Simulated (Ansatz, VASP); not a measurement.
Cr: VASP beside Ansatz

Contents of INCAR:

```
SYSTEM = Cr
ALGO = Normal
EDIFF = 1E-7
EDIFFG = -0.05
ENCUT = 500
GGA = PE
GGA_COMPAT = .False.
IBRION = 2
ISIF = 3
ISMEAR = 0
IVDW = 12
LASPH = .True.
LCHARG = .False.
LREAL = .False.
LWAVE = .False.
NELM = 120
NELMIN = 4
NSW = 100
PREC = Accurate
SIGMA = 0.1
```

KPOINTS

```
k-points
0
Gamma
  10 10 10
  0 0 0
```

The input POSCAR:

```
Cr
1.0
   -1.4419500000      1.4419500000      1.4419500000
    1.4419500000     -1.4419500000      1.4419500000
    1.4419500000      1.4419500000     -1.4419500000
Cr
1
Direct
    0.0000000000      0.0000000000      0.0000000000
```

Input for Ansatz:

```yaml
crystal:
  lattice:
    - [-1.44195, 1.44195, 1.44195]
    - [1.44195, -1.44195, 1.44195]
    - [1.44195, 1.44195, -1.44195]
  atoms:
    - { symbol: Cr, position: [0.0, 0.0, 0.0] }
basis:
  ecutwfc: 420
kpoints:
  mp_grid: { grid: [10, 10, 10] }
hamiltonian:
  xc: pbe
  dispersion: d3bj
scf:
  occupations: { method: gaussian, width: 0.1 }
output:
  forces: true
  stress: true
  eigenvalues: true
relax:
  adjacent_minimum: "off"
  f_tol: 0.05
  max_steps: 80
  cell: { stress_tol: 0.5 }
```

Alike in both runs: task relaxation of cell and atoms; functional PBE; dispersion D3(BJ); k mesh 10 × 10 × 10; occupations gaussian, width 0.1 eV; no spin polarisation.

```csv
,VASP,Ansatz
version,VASP 6.6.1,Ansatz 0.2.0
potentials or method,"VASP PAW PBE potentials, release 64 (Cr_pv), cutoff 500 eV","scalar-relativistic, plane waves, PAW"
valence electrons in the cell,12,14
```

VASP gave:

| Item | Value |
| --- | --- |
| gap on the k mesh at the Fermi level, each at its own relaxed structure (eV) | none |
| relaxed volume (Å³/atom) | 11.26 |
| relaxed cell length with the largest relative difference (Å) | 2.445 |

Q: Estimate Ansatz's values.

A: gap on the k mesh at the Fermi level, each at its own relaxed structure (eV): none; relaxed volume (Å³/atom): 11.25; relaxed cell length with the largest relative difference (Å): 2.445.

A gap of «none» marks a metal or a gap that the smearing closes. VASP's potentials hold 12 valence electrons a cell and Ansatz's 14, so a difference there can come from the potentials and not from the codes.
